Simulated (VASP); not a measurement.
# Cd3HgS4 (I-42m) in VASP: single point with PBE

Aim: the single point of Cd3HgS4 with PBE.

Everything below comes from runs of VASP 6.6.1. Logs are shortened: lines on timing, memory, paths and dates and some standing lists are left out, and cuts for length are marked.

### Step 1. The cell of the first run

It takes space group I-42m (No. 121, tetragonal). The conventional cell has a = 5.942 Å, b = 5.942 Å, c = 11.885 Å, α = 90.00°, β = 90.00°, γ = 90.00°. Within 3.4 Å of Cd (site symmetry -42m) lie 4 S at 2.57 Å. Cd (site symmetry -4) has 4 S at 2.57 Å within 3.4 Å. Within 3.4 Å of Hg (site symmetry -42m) lie 4 S at 2.59 Å. Within 3.4 Å of S (site symmetry m) lie 3 Cd at 2.57 Å and 1 Hg at 2.59 Å.

### Step 2. Single point, PBE

Contents of POSCAR:

```
Cd3HgS4
1.0
   -2.9709956859      2.9709956859      5.9426513578
    2.9709956859     -2.9709956859      5.9426513578
    2.9709956859      2.9709956859     -5.9426513578
Cd Hg S
3 1 4
Direct
    0.5000000000      0.5000000000      0.0000000000
    0.2500000000      0.7500000000      0.5000000000
    0.7500000000      0.2500000000      0.5000000000
    0.0000000000      0.0000000000      0.0000000000
    0.6220026466      0.6220026466      0.4958943390
    0.1261083076      0.1261083076      0.5041056610
    0.8738916924      0.3779973534      0.0000000000
    0.3779973534      0.8738916924      0.0000000000
```

Contents of INCAR.step1:

```
SYSTEM = Cd3HgS4
ALGO = Normal ; EDIFF = 1E-6
ENCUT = 520 ; GGA = PE
ISIF = 2 ; ISMEAR = 0
LASPH = .True. ; LCHARG = .True.
LREAL = .False. ; LWAVE = .False.
NBANDS = 46 ; NELM = 80
PREC = Accurate ; SIGMA = 0.02
```

Contents of KPOINTS.step1:

```
k-points
0
Gamma
  6 6 6
  0 0 0
```

Contents of INCAR.step2:

```
SYSTEM = Cd3HgS4
ALGO = Normal ; EDIFF = 1E-6
ENCUT = 520 ; GGA = PE
ICHARG = 11 ; ISIF = 2
ISMEAR = -5 ; LASPH = .True.
LCHARG = .False. ; LORBIT = 11
LREAL = .False. ; LWAVE = .False.
NEDOS = 2001 ; NELM = 80
PREC = Accurate ; SIGMA = 0.02
```

Contents of KPOINTS.step2:

```
k-points
0
Gamma
  9 9 9
  0 0 0
```

Potentials or basis: VASP PAW PBE potentials, release 64 (Cd, Hg, S).

Command:

```console
cat potpaw_PBE.64/Cd/POTCAR potpaw_PBE.64/Hg/POTCAR potpaw_PBE.64/S/POTCAR > POTCAR
cp INCAR.step1 INCAR
cp KPOINTS.step1 KPOINTS
mpirun -np 1 vasp_std > vasp.out
cp INCAR.step2 INCAR
cp KPOINTS.step2 KPOINTS
mpirun -np 1 vasp_std > vasp.out
```

OUTCAR:

```text
SYSTEM = Cd3HgS4
   EDIFF = 1E-6
   ENCUT = 520
   GGA = PE
   ICHARG = 11
   ISIF = 2
   ISMEAR = -5
   LASPH = .True.
   LORBIT = 11
   LREAL = .False.
   NELM = 80
   PREC = Accurate

 ion  position               nearest neighbor table
   1  0.500  0.500  0.000-   5 2.57   6 2.57   7 2.57   8 2.57
   2  0.250  0.750  0.500-   6 2.57   5 2.57   8 2.57   7 2.57
   3  0.750  0.250  0.500-   6 2.57   5 2.57   7 2.57   8 2.57
   4  0.000  0.000  0.000-   6 2.59   7 2.59   8 2.59   5 2.59
   5  0.622  0.622  0.496-   1 2.57   2 2.57   3 2.57   4 2.59
   6  0.126  0.126  0.504-   1 2.57   2 2.57   3 2.57   4 2.59
   7  0.874  0.378  0.000-   1 2.57   2 2.57   3 2.57   4 2.59
   8  0.378  0.874  0.000-   1 2.57   3 2.57   2 2.57   4 2.59

  LATTYP: Found a body centered tetragonal cell.
 ALAT       =     5.9419913718
 C/A-ratio  =     2.0002221430

  Lattice vectors:

 A1 = (  -2.9709956859,   2.9709956859,   5.9426513578)
 A2 = (   2.9709956859,  -2.9709956859,   5.9426513578)
 A3 = (   2.9709956859,   2.9709956859,  -5.9426513578)

Analysis of symmetry for initial positions (statically):
=====================================================================
 Subroutine PRICEL returns:
 Original cell was already a primitive cell.

 Routine SETGRP: Setting up the symmetry group for a
 body centered tetragonal supercell.

 Subroutine GETGRP returns: Found  8 space group operations
 (whereof  8 operations were pure point group operations)
 out of a pool of 16 trial point group operations.

The static configuration has the point symmetry D_2d.

Analysis of symmetry for dynamics (positions and initial velocities):
=====================================================================
 Subroutine PRICEL returns:
 Original cell was already a primitive cell.

 Routine SETGRP: Setting up the symmetry group for a
 body centered tetragonal supercell.

 Subroutine GETGRP returns: Found  8 space group operations
 (whereof  8 operations were pure point group operations)
 out of a pool of 16 trial point group operations.

The dynamic configuration has the point symmetry D_2d.

 Subroutine INISYM returns: Found  8 space group operations
 (whereof  8 operations are pure point group operations),
 and found     1 'primitive' translations

----------------------------------------------------------------------------------------

                                     Primitive cell

  volume of cell :     209.8187

  direct lattice vectors                    reciprocal lattice vectors
    -2.970995686  2.970995686  5.942651358     0.000000000  0.168293748  0.084137529
     2.970995686 -2.970995686  5.942651358     0.168293748  0.000000000  0.084137529
     2.970995686  2.970995686 -5.942651358     0.168293748  0.168293748  0.000000000

  length of vectors
     7.277962345  7.277962345  7.277962345     0.188153951  0.188153951  0.238003301

  position of ions in fractional coordinates (direct lattice)
     0.500000000  0.500000000  0.000000000
     0.250000000  0.750000000  0.500000000
     0.750000000  0.250000000  0.500000000
     0.000000000  0.000000000  0.000000000
     0.622002647  0.622002647  0.495894339
     0.126108308  0.126108308  0.504105661
     0.873891692  0.377997353  0.000000000
     0.377997353  0.873891692  0.000000000

  ion indices of the primitive-cell ions
   primitive index   ion index
                 1           1
                 2           2
                 3           3
                 4           4
                 5           5
                 6           6
                 7           7
                 8           8

----------------------------------------------------------------------------------------

 KPOINTS: k-points

Automatic generation of k-mesh.
 Grid dimensions read from file:
 generate k-points for:    9    9    9

 Generating k-lattice:

  Cartesian coordinates                     Fractional coordinates (reciprocal lattice)
     0.000000000  0.018699305  0.009348614     0.111111111  0.000000000 -0.000000000
     0.018699305  0.000000000  0.009348614     0.000000000  0.111111111 -0.000000000
     0.018699305  0.018699305  0.000000000     0.000000000  0.000000000  0.111111111

  Length of vectors
     0.020905995  0.020905995  0.026444811

  Shift w.r.t. Gamma in fractional coordinates (k-lattice)
     0.000000000  0.000000000  0.000000000

 TETIRR: Found    939 inequivalent tetrahedra from     4374

 Subroutine IBZKPT returns following result:
 ===========================================

 Found     75 irreducible k-points:

 Following reciprocal coordinates:
            Coordinates               Weight
  0.000000  0.000000  0.000000      1.000000
  0.111111  0.000000 -0.000000      8.000000
  0.222222  0.000000 -0.000000      8.000000
  0.333333 -0.000000  0.000000      8.000000
  0.444444  0.000000 -0.000000      8.000000
  0.111111  0.111111 -0.000000      8.000000
[... 16 lines left out ...]
 -0.333333  0.333333  0.000000      4.000000
  0.444444  0.444444  0.000000      8.000000
 [... further k-points ...]
   k-points           NKPTS =     75   k-points in BZ     NKDIM =     75   number of bands    NBANDS=     43
   number of dos      NEDOS =   2001   number of ions     NIONS =      8
   total plane-waves  NPLWV = 157464
   dimension x,y,z NGX =    54 NGY =   54 NGZ =   54
   dimension x,y,z NGXF=   108 NGYF=  108 NGZF=  108
   ions per type =               3   1   4
   NGX,Y,Z   is equivalent  to a cutoff of  12.33, 12.33, 12.33 a.u.
   NGXF,Y,Z  is equivalent  to a cutoff of  24.67, 24.67, 24.67 a.u.
 SYSTEM =  Cd3HgS4
   PREC   = accura    normal or accurate (medium, high low for compatibility)
   ISTART =      0    job   : 0-new  1-cont  2-samecut
   ICHARG =     11    charge: 1-file 2-atom 10-const
   ISPIN  =      1    spin polarized calculation?
   LNONCOLLINEAR =      F non collinear calculations
   LSORBIT =      F    spin-orbit coupling
   LASPH  =      T    aspherical Exc in radial PAW
   ENCUT  =  520.0 eV  38.22 Ry    6.18 a.u.  13.53 13.53 13.53*2*pi/ulx,y,z
   NELM   =     80;   NELMIN=  2; NELMDL=  0     # of ELM steps
   EDIFF  = 0.1E-05   stopping-criterion for ELM
   LREAL  =      F    real-space projection
   EDIFFG = 0.1E-04   stopping-criterion for IOM
   NSW    =      0    number of steps for IOM
   IBRION =     -1    ionic relax: 0-MD 1-quasi-New 2-CG
   NFREE  =      0    steps in history (QN), initial steepest desc. (CG)
   ISIF   =      2    stress and relaxation
   ISYM   =      2    0-nonsym 1-usesym 2-fastsym
   POTIM  = 0.5000    time-step for ionic-motion
   TEBEG  =    0.0;   TEEND  =   0.0 temperature during run
   PSTRESS=    0.0 pullay stress
   NELECT =      72.0000    total number of electrons
   NUPDOWN=      -1.0000    fix difference up-down
   EMIN   =  10.00;   EMAX   =-10.00  energy-range for DOS
   EFERMI =   0.00;   METHOD = LEGACY
   ISMEAR =    -5;   SIGMA  =   0.02  broadening in eV -4-tet -1-fermi 0-gaus
   EFERMI_NEDOS =   21; number of points for ismear=-14 and -15
   IALGO  =     38    algorithm
   IMIX   =      4    mixing-type and parameters
     AMIX     =   0.40;   BMIX     =  1.00
     AMIX_MAG =   1.60;   BMIX_MAG =  1.00
  volume/ion in A,a.u.               =      26.23       176.99
  Fermi-wavevector in a.u.,A,eV,Ry     =   1.146140  2.165890 17.873107  1.313636
  Thomas-Fermi vector in A             =   2.282825
   LORBIT       =     11    0 simple, 1 ext, 2 COOP (PROOUT), +10 PAW based schemes
   GGA     = PE    functional components
   LHFCALC =     F    Hartree Fock is set to
   AEXX    =    0.0000 exact exchange contribution
   IVDW    =     0    specifies the selected vdW correction
   LEPSILON=     F    determine dielectric tensor
   LRPA    =     F    only Hartree local field effects (RPA)
 non-spin polarized calculation
 Fermi weights with tetrahedron method with Bloechl corrections
  energy-cutoff  :      520.00
  volume of cell :      209.82
 maximum number of plane-waves:      5687
 NGX is ok and might be reduce to    54

 number of electron      71.9999990 magnetization

 Free energy of the ion-electron system (eV)
  ---------------------------------------------------
  ext. energy  EPLUGINS =         0.00000000
  ---------------------------------------------------
  free energy    TOTEN  =       -22.98154516 eV

  energy without entropy =      -22.98154516  energy(sigma->0) =      -22.98154516

 E-fermi :   1.0650     XC(G=0):  -8.9377

 val. band max:        1.0569924947   @ k =   0.0000   0.0000   0.0000
 cond. band min:       1.6847255812   @ k =   0.0000   0.0000   0.0000
 fundamental gap:      0.6277330865
 Fermi energy:         1.0650028045

 k-point     1 :       0.0000    0.0000    0.0000
  band No.  band energies     occupation
      1     -11.2101      2.00000
      2     -10.6795      2.00000
      3     -10.6795      2.00000
      4     -10.6783      2.00000
      5      -6.5668      2.00000
      6      -6.5668      2.00000
[... 35 lines left out ...]
     42       6.4839      0.00000
     43       6.4839      0.00000

 k-point     2 :       0.1111    0.0000   -0.0000
  band No.  band energies     occupation
      1     -11.1903      2.00000
      2     -10.6885      2.00000
      3     -10.6858      2.00000
      4     -10.6822      2.00000
      5      -6.5621      2.00000
      6      -6.5602      2.00000
[... 1004 lines left out ...]
 k-point    24 :       0.4444    0.4444    0.0000
  band No.  band energies     occupation
      1     -10.8385      2.00000
      2     -10.8033      2.00000
      3     -10.7940      2.00000
      4     -10.7936      2.00000
      5      -6.5175      2.00000
      6      -6.5061      2.00000
[... 35 lines left out ...]
     42       7.1369      0.00000
     43       7.5427      0.00000

 [... further k-points ...]

------------------------ aborting loop because EDIFF is reached ----------------------------------------

  FORCE on cell =-STRESS in cart. coord.  units (eV):
  Direction    XX          YY          ZZ          XY          YZ          ZX
  --------------------------------------------------------------------------------------
  -------------------------------------------------------------------------------------
  Total        0.3888707      0.3888707      0.3903325      0.0000000      0.0000000      0.0000000
  in kB        2.9694192      2.9694192      2.9805814      0.0000000      0.0000000      0.0000000
  external PRESSURE =       2.9731399 kB  Pullay stress =       0.0000000 kB

 VOLUME and BASIS-vectors are now :
 -----------------------------------------------------------------------------
  energy-cutoff  :      520.00
  volume of cell :      209.82
      direct lattice vectors                 reciprocal lattice vectors
    -2.970995686  2.970995686  5.942651358     0.000000000  0.168293748  0.084137529
     2.970995686 -2.970995686  5.942651358     0.168293748  0.000000000  0.084137529
     2.970995686  2.970995686 -5.942651358     0.168293748  0.168293748  0.000000000

 POSITION                                       TOTAL-FORCE (eV/Angst)
 -----------------------------------------------------------------------------------
      0.00000      0.00000      5.94265         0.000000      0.000000      0.000000
      2.97100      0.00000      2.97133         0.000000     -0.000000      0.000000
      0.00000      2.97100      2.97133        -0.000000      0.000000      0.000000
      0.00000      0.00000      0.00000        -0.000000      0.000000      0.000000
      1.47330      1.47330      4.44576        -0.000025     -0.000025     -0.002583
      1.49770      1.49770     -1.49689         0.000025      0.000025     -0.002583
     -1.47330      1.47330      7.43954         0.000025     -0.000025      0.002583
      1.47330     -1.47330      7.43954        -0.000025      0.000025      0.002583
 -----------------------------------------------------------------------------------
    total drift:                               -0.000031     -0.000031      0.000044

  FREE ENERGIE OF THE ION-ELECTRON SYSTEM (eV)
  ---------------------------------------------------
  free  energy   TOTEN  =       -22.9815451564 eV

  energy  without entropy=      -22.9815451564  energy(sigma->0) =      -22.98154516

 total charge

# of ion       s       p       d       tot
------------------------------------------
    1        0.420   0.299   9.563  10.282
    2        0.419   0.299   9.563  10.281
    3        0.419   0.299   9.563  10.281
    4        0.659   0.375   9.409  10.443
    5        1.330   2.362   0.000   3.691
    6        1.330   2.362   0.000   3.691
    7        1.330   2.362   0.000   3.691
    8        1.330   2.362   0.000   3.691
--------------------------------------------------
tot          7.235  10.719  38.098  56.053
```

Run time: 12 min. Hardware: 1 thread of Intel Xeon 6975P-C (Granite Rapids), shared host; peak memory 0.78 GiB.

Results:

```yaml
Valence_electrons_inside_the_program's_atomic_spheres: Cd 10.28; Hg 10.44; S 3.69
```

Caveat: spin-orbit coupling is left out, which moves the levels of the heavy elements.
